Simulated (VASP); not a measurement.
Here is a VASP 6.6.1 calculation.

INCAR

```
SYSTEM = KAg
  PREC = Accurate
  ENCUT = 400
  EDIFF = 1E-8
  ISMEAR = -1
  SIGMA = 0.05
  LREAL = .False.
  LASPH = .True.
  NELM = 120
  ALGO = Normal
  ISIF = 2
  LWAVE = .False.
  LCHARG = .False.
  GGA = PS
  LEFG = .True.
  NBANDS = 17
  GGA_COMPAT = .False.
```

The input KPOINTS:

```
Automatic mesh
0
Gamma
  10 10 10
  0 0 0
```

The input POSCAR:

```
KAg
1.0
    3.9843582061      0.0000000000      0.0000000000
    0.0000000000      3.9843582061      0.0000000000
    0.0000000000      0.0000000000      3.9843582061
K Ag
1 1
Direct
    0.0000000000      0.0000000000      0.0000000000
    0.5000000000      0.5000000000      0.5000000000
```

Potentials or basis: VASP PAW PBE potentials, release 64 (K_sv, Ag).

Run with:

```sh
$ cat potpaw_PBE.64/K_sv/POTCAR potpaw_PBE.64/Ag/POTCAR > POTCAR
$ mpirun -np 1 vasp_std > vasp.out
```

Estimate the pressure.

-0.1 GPa.

Estimate the band gap on the k mesh.

zero (band 10 reaches 3.55 eV, above the bottom of band 11 at 1.64 eV).

Caveat: without QUAD_EFG the Cq values of the log hold for a quadrupole moment of 1 mb, not for the nuclei; the PAW data sets were made with another functional, which shifts forces and pressure a little.
